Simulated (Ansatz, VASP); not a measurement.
# Two plane-wave programs on Sn2SeS3

```
CELL_PARAMETERS angstrom
-2.88788 2.88788 4.85778
2.88788 -2.88788 4.85778
2.88788 2.88788 -4.85778
ATOMIC_POSITIONS crystal
Sn 0.50000 0.00000 0.50000
Sn 0.00000 0.50000 0.50000
Se 0.50000 0.50000 0.00000
S 0.75761 0.75761 0.00000
S 0.24239 0.24239 0.00000
S 0.00000 0.00000 0.00000
```

Alike in both runs: functional PBE; k mesh 10 × 10 × 10; occupations gaussian, width 0.1 eV; no spin polarisation.

Ansatz relaxed the structure, and its values are those at the end. VASP's run is a single point on that final structure, the one shown.

```csv
,VASP,Ansatz
version,VASP 6.6.1,Ansatz 0.2.0
potentials or method,"VASP PAW PBE potentials, release 64 (Sn_d, Se, S), cutoff 520 eV","scalar-relativistic, plane waves, PAW"
valence electrons in the cell,52,62
```

|  | VASP | Ansatz | Ansatz less VASP |
| --- | --- | --- | --- |
| gap on the k mesh at the Fermi level (eV) | none | none | - |
| pressure (GPa) | -0.1 | 0.0 | +0.06 |
| rms of the force components (eV/Å) | 0.005 | 0.001 | -0.0033 |

A gap of «none» marks a metal or a gap that the smearing closes. With one functional, cell and mesh, what is left measures potentials, basis and numerics. VASP's potentials hold 52 valence electrons a cell and Ansatz's 62, so a difference there can come from the potentials and not from the codes.
